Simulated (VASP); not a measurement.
Set up this calculation in VASP 6.6.1, as the native input.

```
Task                   : single point
Functional             : PBE
Potentials or basis    : VASP PAW PBE potentials, release 64 (Cd_sv_GW, O)
Cutoff                 : 700 eV
k mesh                 : 2 × 2 × 2
Occupations            : gaussian, width 0.1 eV
Spin                   : no spin polarisation
Dipole correction      : no
Further INCAR settings : ALGO = Normal; EDIFF = 1e-06; NBANDS = 20
```

The structure of CdO lies in POSCAR:

```
CdO
1.0
    0.0000000000      2.3609927699      2.3609927699
    2.3609927699      0.0000000000      2.3609927699
    2.3609927699      2.3609927699      0.0000000000
Cd O
1 1
Direct
    0.2710000000      0.3560000000      0.3860000000
    0.7710000000      0.8560000000      0.8860000000
```

One way to write it, as run:

INCAR

```
PREC = Accurate ; ENCUT = 700
EDIFF = 1E-6 ; ISMEAR = 0
SIGMA = 0.1 ; LREAL = F
LASPH = T ; NELM = 120
ALGO = Normal ; ISIF = 2
LWAVE = F ; LCHARG = T
GGA = PE ; LELF = T
LVHAR = T ; NBANDS = 20
GGA_COMPAT = F
```

KPOINTS

```
Automatic mesh
0
Gamma
  2 2 2
```

Potentials or basis: VASP PAW PBE potentials, release 64 (Cd_sv_GW, O).

Run with:

```bash
$ cat potpaw_PBE.64/Cd_sv_GW/POTCAR potpaw_PBE.64/O/POTCAR > POTCAR
$ mpirun -np 1 vasp_std > vasp.out
```

Results of the run:

The pressure is 11.4 GPa and the band gap on the k mesh is zero (bands 13 and 14 overlap by 0.63 eV).

Caveat: the k points lie up to 1.15 Å⁻¹ apart, too coarse for converged energies and pressures of a metal; semilocal functionals underestimate gaps, and a narrow one can read as zero.

Wall time 6.2 s on 1 thread of Intel(R) Xeon(R) Platinum 8488C (Sapphire Rapids), on a shared host, peak memory 0.17 GiB.
